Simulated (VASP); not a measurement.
A run of VASP 6.6.1:

INCAR

```
ALGO = Normal
EDIFF = 1E-6
ENCUT = 520
ISIF = 2
ISMEAR = -1
LASPH = True
LCHARG = True
LELF = True
LREAL = False
LVHAR = True
LWAVE = False
NBANDS = 8
NELM = 100
PREC = Accurate
SIGMA = 0.15
```

File KPOINTS:

```
k-points
0
Gamma
  5 5 5
```

File POSCAR:

```
Sb
1.0
    3.5107790000      0.0000000000      0.0000000000
    0.6789527250      3.4445017614      0.0000000000
   -2.0948657819     -1.7222508144      2.2295646828
Sb
1
Direct
    0.0000000000      0.0000000000      0.0000000000
```

Potentials or basis: VASP PAW LDA potentials, release 64 (Sb).

The run is started by

```bash
$ cat potpaw_LDA.64/Sb/POTCAR > POTCAR
$ mpirun -np 1 vasp_std > vasp.out
```

Hardware: 1 thread of AMD EPYC 7R13 Processor (Zen 3), on a shared host.

**Question.** How long does it take, and how much memory?

**Answer.** Run time: 4.2 s on 1 thread of AMD EPYC 7R13 Processor (Zen 3), on a shared host, peak memory 0.1 GiB. Counts: scf iterations 9, k points 18.
